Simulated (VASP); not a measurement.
A run of VASP 6.6.1:

The input INCAR:

```
SYSTEM = MgB2
PREC = Accurate
ENCUT = 520
EDIFF = 1E-6
ISMEAR = -1
SIGMA = 0.15
LREAL = .False.
LASPH = .True.
NELM = 120
ALGO = Normal
ISIF = 2
LWAVE = .False.
LCHARG = .False.
GGA = PS
NBANDS = 17
GGA_COMPAT = .False.
NELMDL = -8
```

KPOINTS

```
Automatic mesh
0
Gamma
  6 6 3
  0 0 0
```

POSCAR

```
MgB2
1.0
    3.0850000000      0.0000000000      0.0000000000
   -1.5425000000      2.6716883700      0.0000000000
    0.0000000000      0.0000000000      8.0460000000
Mg B
2 4
Direct
    0.0000000000      0.0000000000      0.0000000000
    0.0000000000      0.0000000000      0.4378573204
    0.3333333333      0.6666666667      0.2189286602
    0.6666666667      0.3333333333      0.2189286602
    0.3333333333      0.6666666667      0.6567859806
    0.6666666667      0.3333333333      0.6567859806
```

Potentials or basis: VASP PAW PBE potentials, release 64 (Mg, B).

Run with:

```bash
$ cat potpaw_PBE.64/Mg/POTCAR potpaw_PBE.64/B/POTCAR > POTCAR
$ mpirun -np 1 vasp_std > vasp.out
```

Hardware: 1 thread of Intel(R) Xeon(R) Platinum 8559C (Emerald Rapids), with other jobs on the host.

Q: How long does it take, and how much memory?

A: It took 12 s on 1 thread of Intel(R) Xeon(R) Platinum 8559C (Emerald Rapids) (shared host), peak memory 0.17 GiB. Counts: scf iterations 17, k points 14.
